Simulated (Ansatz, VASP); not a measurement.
MgS in VASP and in Ansatz

File INCAR:

```
PREC     = Accurate       # precision mode
ENCUT    = 600            # plane-wave cutoff, eV
EDIFF    = 1E-7           # SCF threshold, eV
ISMEAR   = 0              # smearing method
SIGMA    = 0.02           # smearing width, eV
LREAL    = F              # projectors in reciprocal space
LASPH    = T              # aspherical terms in the spheres
NELM     = 60             # most SCF steps
ALGO     = Normal         # electronic algorithm
ISIF     = 3              # what is computed and relaxed
LWAVE    = F              # write WAVECAR
LCHARG   = F              # write CHGCAR
GGA      = PS             # functional
IBRION   = 2              # ionic algorithm
NSW      = 80             # ionic steps
EDIFFG   = -0.01          # ionic threshold
```

File KPOINTS:

```
regular mesh
0
Gamma
  8 8 8
```

POSCAR

```
MgS
1.0
    0.0000000000      2.8763679803      2.8763679803
    2.8763679803      0.0000000000      2.8763679803
    2.8763679803      2.8763679803      0.0000000000
Mg S
1 1
Direct
    0.0000000000      0.0000000000      0.0000000000
    0.7500000000      0.7500000000      0.7500000000
```

Input for Ansatz:

```yaml
crystal:
  lattice:
    - [0.0, 2.8763679803, 2.8763679803]
    - [2.8763679803, 0.0, 2.8763679803]
    - [2.8763679803, 2.8763679803, 0.0]
  atoms:
    - { symbol: Mg, position: [0.0, 0.0, 0.0] }
    - { symbol: S, position: [0.75, 0.75, 0.75] }
basis:
  ecutwfc: 420
kpoints:
  mp_grid: { grid: [8, 8, 8] }
hamiltonian:
  xc: pbesol
scf:
  occupations: { method: gaussian, width: 0.02 }
output:
  forces: true
  stress: true
  eigenvalues: true
relax:
  adjacent_minimum: "off"
  f_tol: 0.01
  max_steps: 60
  cell: { stress_tol: 0.1 }
```

Alike in both runs: task relaxation of cell and atoms; functional PBEsol; k mesh 8 × 8 × 8; occupations gaussian, width 0.02 eV; no spin polarisation.

|  | VASP | Ansatz |
| --- | --- | --- |
| version | VASP 6.6.1 | Ansatz 0.2.0 |
| potentials or method | VASP PAW PBE potentials, release 64 (Mg, S), cutoff 600 eV | scalar-relativistic, plane waves, PAW |
| valence electrons in the cell | 8 | 16 |

```tsv
	VASP	Ansatz	Ansatz less VASP
gap on the k mesh at the Fermi level, each at its own relaxed structure (eV)	3.33	3.33	-0.003
relaxed volume (Å³/atom)	22.54	22.54	-0.001
relaxed cell length with the largest relative difference (Å)	3.995	3.995	0.0000
```

VASP's potentials were made for PBE, not for PBEsol. VASP's potentials hold 8 valence electrons a cell and Ansatz's 16, so a difference there can come from the potentials and not from the codes.
